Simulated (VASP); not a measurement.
Input of a VASP 6.6.1 run:

Contents of INCAR:

```
PREC = Accurate
ENCUT = 520
EDIFF = 1E-7
ISMEAR = 0
SIGMA = 0.15
LREAL = False
LASPH = True
NELM = 80
ALGO = Fast
ISIF = 2
LWAVE = False
LCHARG = True
GGA = PS
LELF = True
LVHAR = True
NBANDS = 13
```

Contents of KPOINTS:

```
regular mesh
0
Gamma
  22 22 22
```

File POSCAR:

```
AlCo
1.0
    3.0695617701      0.0000000000      0.0000000000
    0.0000000000      2.8225855357      0.0000000000
    0.0000000000      0.0000000000      2.8225855357
Al Co
1 1
Direct
    0.0000000000      0.0000000000      0.0000000000
    0.5000000000      0.5000000000      0.5000000000
```

Potentials or basis: VASP PAW PBE potentials, release 64 (Al, Co).

Run with:

```console
$ cat potpaw_PBE.64/Al/POTCAR potpaw_PBE.64/Co/POTCAR > POTCAR
$ mpirun -np 1 vasp_std > vasp.out
```

(1) What does it give for the pressure?

(2) What does it give for the band gap on the k mesh?

## Answers

(1) -12.8 GPa.

(2) zero (bands 6 and 7 overlap by 2.61 eV).

Caveat: the cell differs from its parent crystal (strain +0.0875 x Voigt [1, 0, 0, 0, 0, 0]); the cell stands under tension; the PAW data sets were made with another functional, which shifts forces and pressure a little; the run has no spin polarisation, though such a crystal can be magnetic.
